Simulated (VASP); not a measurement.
# Bi: single point with PBEsol

The system is Bi.

```
Bi
1.0
    -4.44975    4.44975    2.06563
     4.44975   -4.44975    2.06563
     4.44975    4.44975   -2.06563
Bi
4
Cartesian
  3.1535 1.2963 0.0000
  1.2963 3.1535 2.0656
  1.2963 5.7460 0.0000
  3.1535 -1.2963 2.0656
```

```json
{"Program": "VASP 6.6.1", "Task": "single point", "Functional": "PBEsol", "Potentials or basis": "VASP PAW PBE potentials, release 64 (Bi_d)", "Cutoff": "520 eV", "k mesh": "7 × 7 × 7", "Occupations": "fermi-dirac, width 0.05 eV", "Spin": "no spin polarisation", "Dipole correction": "no", "Further INCAR settings": "ALGO = Fast; EDIFF = 1e-06; NBANDS = 38"}
```

The pressure is -1.9 GPa. The largest force is 0.124 eV/Å. The band gap on the k mesh is zero (band 30 reaches 5.83 eV, above the bottom of band 31 at 4.39 eV).

Forces in eV/Å, atoms in the order of the input:
```
Bi   0.087 -0.087  0.000
Bi  -0.087  0.087  0.000
Bi  -0.087 -0.087  0.000
Bi   0.087  0.087  0.000
```

Stress tensor (GPa, compression positive):
```
-1.71  0.00  0.00
 0.00 -1.71  0.00
 0.00  0.00 -2.13
```

Levels at points of the mesh, in eV from the Fermi level:
```
           k point  band 27  band 28  band 29  band 30  band 31  band 32  band 33  band 34
(0.00, 0.00, 0.00)    -1.25    -1.25    -0.58    -0.42    -0.03    -0.03     2.98     2.98
```

Wall time 11 min on 1 thread of AMD EPYC 7R43 64-Core Processor (Zen 3), with other jobs on the host, peak memory 0.39 GiB.

Caveat: the PAW data sets were made with another functional, which shifts forces and pressure a little; spin-orbit coupling is left out, which moves the levels of the heavy elements.
